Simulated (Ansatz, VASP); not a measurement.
AlN in VASP and in Ansatz

INCAR

```
SYSTEM = AlN
ALGO = Normal ; EDIFF = 1E-6
EDIFFG = -0.04 ; ENCUT = 600
GGA = PE ; IBRION = 2
ISIF = 3 ; ISMEAR = 0
LASPH = .True. ; LCHARG = .False.
LREAL = Auto ; LWAVE = .False.
NELM = 60 ; NSW = 90
PREC = Accurate ; SIGMA = 0.1
```

Contents of KPOINTS:

```
k-points
0
Gamma
  4 4 4
  0 0 0
```

File POSCAR:

```
AlN
1.0
    5.2470212900      0.0000000000      0.0000000000
    0.0000000000      5.2470212900      0.0000000000
    0.0000000000      0.0000000000      4.5156294600
Al N
8 8
Direct
    0.5000000000      0.7519741000      0.7927072700
    0.7480259000      0.0000000000      0.2927072700
    0.0000000000      0.7480259000      0.7072927300
    0.7519741000      0.5000000000      0.2072927300
    0.5000000000      0.2480259000      0.7927072700
    0.2519741000      0.0000000000      0.2927072700
    0.0000000000      0.2519741000      0.7072927300
    0.2480259000      0.5000000000      0.2072927300
    0.0000000000      0.7480259000      0.2927072700
    0.7519741000      0.5000000000      0.7927072700
    0.5000000000      0.7519741000      0.2072927300
    0.7480259000      0.0000000000      0.7072927300
    0.0000000000      0.2519741000      0.2927072700
    0.2480259000      0.5000000000      0.7927072700
    0.5000000000      0.2480259000      0.2072927300
    0.2519741000      0.0000000000      0.7072927300
```

Input for Ansatz:

```yaml
crystal:
  lattice:
    - [5.24702129, 0.0, 0.0]
    - [0.0, 5.24702129, 0.0]
    - [0.0, 0.0, 4.51562946]
  atoms:
    - { symbol: Al, position: [0.5, 0.7519741, 0.79270727] }
    - { symbol: Al, position: [0.7480259, 0.0, 0.29270727] }
    - { symbol: Al, position: [0.0, 0.7480259, 0.70729273] }
    - { symbol: Al, position: [0.7519741, 0.5, 0.20729273] }
    - { symbol: Al, position: [0.5, 0.2480259, 0.79270727] }
    - { symbol: Al, position: [0.2519741, 0.0, 0.29270727] }
    - { symbol: Al, position: [0.0, 0.2519741, 0.70729273] }
    - { symbol: Al, position: [0.2480259, 0.5, 0.20729273] }
    - { symbol: "N", position: [0.0, 0.7480259, 0.29270727] }
    - { symbol: "N", position: [0.7519741, 0.5, 0.79270727] }
    - { symbol: "N", position: [0.5, 0.7519741, 0.20729273] }
    - { symbol: "N", position: [0.7480259, 0.0, 0.70729273] }
    - { symbol: "N", position: [0.0, 0.2519741, 0.29270727] }
    - { symbol: "N", position: [0.2480259, 0.5, 0.79270727] }
    - { symbol: "N", position: [0.5, 0.2480259, 0.20729273] }
    - { symbol: "N", position: [0.2519741, 0.0, 0.70729273] }
basis:
  ecutwfc: 420
kpoints:
  mp_grid: { grid: [4, 4, 4] }
hamiltonian:
  xc: pbe
scf:
  occupations: { method: gaussian, width: 0.1 }
  lower_state_search: "off"
output:
  forces: true
  stress: true
  eigenvalues: true
relax:
  adjacent_minimum: "off"
  f_tol: 0.04
  max_steps: 70
  cell: { stress_tol: 0.4 }
```

Alike in both runs: task relaxation of cell and atoms; functional PBE; k mesh 4 × 4 × 4; occupations gaussian, width 0.1 eV; no spin polarisation.

|  | VASP | Ansatz |
| --- | --- | --- |
| version | VASP 6.6.1 | Ansatz 0.2.0 |
| potentials or method | VASP PAW PBE potentials, release 64 (Al, N), cutoff 600 eV | scalar-relativistic, plane waves, PAW |
| valence electrons in the cell | 64 | 64 |

|  | VASP | Ansatz | Ansatz less VASP |
| --- | --- | --- | --- |
| gap on the k mesh at the Fermi level, each at its own relaxed structure (eV) | 4.39 | 4.44 | +0.051 |
| relaxed volume (Å³/atom) | 8.43 | 8.42 | -0.006 |
| relaxed cell length with the largest relative difference (Å) | 4.062 | 4.071 | +0.0095 |
